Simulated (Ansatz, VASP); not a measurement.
BN: VASP beside Ansatz

POSCAR

```
BN
1.0
    0.0000000000      2.0835052870      1.3542784366
    2.0835052870      0.0000000000      1.3542784366
    2.0835052870      2.0835052870      0.0000000000
B N
1 1
Direct
    0.0000000000      0.0000000000      0.0000000000
    0.7500000000      0.7500000000      0.7500000000
```

The input INCAR.step1:

```
  PREC = Accurate
  ENCUT = 520
  ISMEAR = 0
  SIGMA = 0.05
  LREAL = F
  LASPH = T
  NELM = 100
  NBANDS = 11
  GGA = PE
  ALGO = Normal
  EDIFF = 1E-4
  LWAVE = T
  LCHARG = F
```

Contents of INCAR.step2:

```
  PREC = Accurate
  ENCUT = 520
  EDIFF = 1E-6
  ISMEAR = 0
  SIGMA = 0.05
  LREAL = F
  LASPH = T
  NELM = 100
  ALGO = Normal
  ISIF = 2
  LWAVE = F
  LCHARG = F
  METAGGA = R2SCAN
  LMIXTAU = T
  NBANDS = 11
  ISTART = 1
```

File KPOINTS:

```
Automatic mesh
0
Gamma
  12 12 12
```

Input for Ansatz:

```yaml
crystal:
  lattice:
    - [0.0, 2.083505287, 1.3542784366]
    - [2.083505287, 0.0, 1.3542784366]
    - [2.083505287, 2.083505287, 0.0]
  atoms:
    - { symbol: B, position: [0.0, 0.0, 0.0] }
    - { symbol: "N", position: [0.75, 0.75, 0.75] }
basis:
  ecutwfc: 500
kpoints:
  mp_grid: { grid: [12, 12, 12] }
hamiltonian:
  xc: r2scan
scf:
  occupations: { method: gaussian, width: 0.05 }
output:
  forces: true
  stress: true
  eigenvalues: true
```

Alike in both runs: task single point; functional r2SCAN; k mesh 12 × 12 × 12; occupations gaussian, width 0.05 eV; no spin polarisation.

|  | VASP | Ansatz |
| --- | --- | --- |
| version | VASP 6.6.1 | Ansatz 0.2.0 |
| potentials or method | VASP PAW PBE potentials, release 64 (B, N), cutoff 520 eV | scalar-relativistic, plane waves, PAW |
| valence electrons in the cell | 8 | 8 |

|  | VASP | Ansatz | Ansatz less VASP |
| --- | --- | --- | --- |
| gap on the k mesh at the Fermi level (eV) | 0.34 | 0.34 | -0.006 |
| least direct gap on the mesh (eV) | 5.74 | 5.73 | -0.012 |
| pressure (GPa) | -4.4 | -5.4 | -0.99 |
| traceless stress, the component that is largest in VASP (GPa) | 110.38 | 110.99 | +0.606 |

VASP's potentials were made for PBE, not for r2SCAN.
